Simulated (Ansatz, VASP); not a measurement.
Two plane-wave programs on Ba2SrRe

```xyz
4
Lattice="4.0175 0.0000 0.0000 -2.0087 3.4792 0.0000 0.0000 0.0000 12.0001" Properties=species:S:1:pos:R:3 pbc="T T T"
Ba    0.0000    2.3195    3.8703
Ba    0.0000    2.3195    8.1298
Sr    0.0000    0.0000    0.0000
Re    0.0000    0.0000    6.0001
```

Alike in both runs: task single point; functional PBE; k mesh 6 × 6 × 2; occupations gaussian, width 0.1 eV; collinear spin.

|  | VASP | Ansatz |
| --- | --- | --- |
| version | VASP 6.6.1 | Ansatz 0.2.0 |
| potentials or method | VASP PAW PBE potentials, release 64 (Ba_sv, Sr_sv, Re), cutoff 520 eV | scalar-relativistic, plane waves, PAW |
| valence electrons in the cell | 37 | 45 |

Ansatz gave:

```
gap on the k mesh at the Fermi level (eV)                     : none
pressure (GPa)                                                : -0.2
traceless stress, the component that is largest in VASP (GPa) : 0.13
rms of the force components (eV/Å)                            : 0.012
net moment per atom (μB)                                      : 0.08
size of the moment on the site where the two differ most (μB) : 0.32
```

Question: What did VASP give for the same quantities?

Answer: gap on the k mesh at the Fermi level (eV): none; pressure (GPa): 0.4; traceless stress, the component that is largest in VASP (GPa): 0.13; rms of the force components (eV/Å): 0.052; net moment per atom (μB): 0.09; size of the moment on the site where the two differ most (μB): 0.36.

Site moments also hang on the region over which each program counts them. Atom by atom the forces differ by 0.064 eV/Å (rms over components). A gap of «none» marks a metal or a gap that the smearing closes. VASP's potentials hold 37 valence electrons a cell and Ansatz's 45, so a difference there can come from the potentials and not from the codes.

Spin-orbit coupling is off throughout.
